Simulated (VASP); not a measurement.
Write the native input for VASP 6.6.1 that does the following.

* Task: single point
* Functional: PBE
* Potentials or basis: VASP PAW PBE potentials, release 64 (C)
* Cutoff: 520 eV
* k mesh: 12 × 12 × 12
* Occupations: gaussian, width 0.05 eV
* Spin: no spin polarisation
* Dipole correction: no
* Further INCAR settings: ALGO = Normal; EDIFF = 1e-06; NBANDS = 11

The structure of C lies in POSCAR:

```
C
1.0
    0.0000000000      1.7857375319      1.7857375319
    1.7857375319      0.0000000000      1.7857375319
    1.7857375319      1.7857375319      0.0000000000
C
2
Direct
    0.5000000000      0.5000000000      0.5000000000
    0.7500000000      0.7500000000      0.7500000000
```

One way to write it, as run:

INCAR

```
SYSTEM = C
ALGO     = Normal         ! electronic algorithm
EDIFF    = 1E-6           ! SCF threshold, eV
ENCUT    = 520            ! plane-wave cutoff, eV
GGA      = PE             ! functional
ISIF     = 2              ! what is computed and relaxed
ISMEAR   = 0              ! smearing method
LASPH    = .True.         ! aspherical terms in the spheres
LCHARG   = .True.         ! write CHGCAR
LELF     = .True.         ! ELF
LREAL    = .False.        ! projectors in reciprocal space
LVHAR    = .True.       
LWAVE    = .False.        ! write WAVECAR
NBANDS   = 11             ! bands
NELM     = 80             ! most SCF steps
PREC     = Accurate       ! precision mode
SIGMA    = 0.05           ! smearing width, eV
```

KPOINTS

```
k-points
0
Gamma
  12 12 12
  0 0 0
```

Potentials or basis: VASP PAW PBE potentials, release 64 (C).

Run with:

```sh
$ cat potpaw_PBE.64/C/POTCAR > POTCAR
$ mpirun -np 1 vasp_std > vasp.out
```

Results of the run:

```
Pressure               : 0.7 GPa
Band gap on the k mesh : 4.14 eV, indirect (least direct gap 5.58 eV)
```

Run time: 10 s on 1 thread of AMD EPYC 7R43 64-Core Processor (Zen 3), with other jobs on the host, peak memory 0.08 GiB.
